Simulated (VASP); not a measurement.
Runs of VASP 6.6.1 on Si. The structure is that of space group Fd-3m (No. 227), or close to it. The cells are those of the table. 

| task | level | cell | grid for exact exchange (PRECFOCK) | share of exact exchange | screening parameter | gap on the mesh (eV) | pressure (GPa) |
| --- | --- | --- | --- | --- | --- | --- | --- |
| single point | HSE06 | a = 3.850 Å, angles 60.0°, 2 atoms | Normal | 0.25 | 0.2079 1/Å | 1.31 | (b) |
| single point | HSE06 | a = 3.811, b = 3.811, c = 3.850 Å, angles 59.7, 59.7, 60.7°, 2 atoms | Normal | 0.25 | 0.2079 1/Å | 1.06 | (a) |
| single point | HSE06 | a = 3.792, b = 3.792, c = 3.850 Å, angles 59.5, 59.5, 61.0°, 2 atoms | Normal | 0.25 | 0.2079 1/Å | 0.93 | 2.6 |
| dielectric tensor | r2SCAN | a = 3.869, b = 3.869, c = 3.850 Å, angles 60.2, 60.2, 59.7°, 2 atoms | - | - | - | 0.89 | - |

Alike in all rows: potentials or basis VASP PAW PBE potentials, release 64 (Si); no spin polarisation; k mesh 6 × 6 × 6; cutoff (eV) 520; smearing gaussian 0.01 eV.

Estimate the missing entries.

(a) 1.5; (b) -0.5.

Caveats: the PAW data sets were made with another functional, which shifts forces and pressure a little.

A k mesh can miss the band edges.
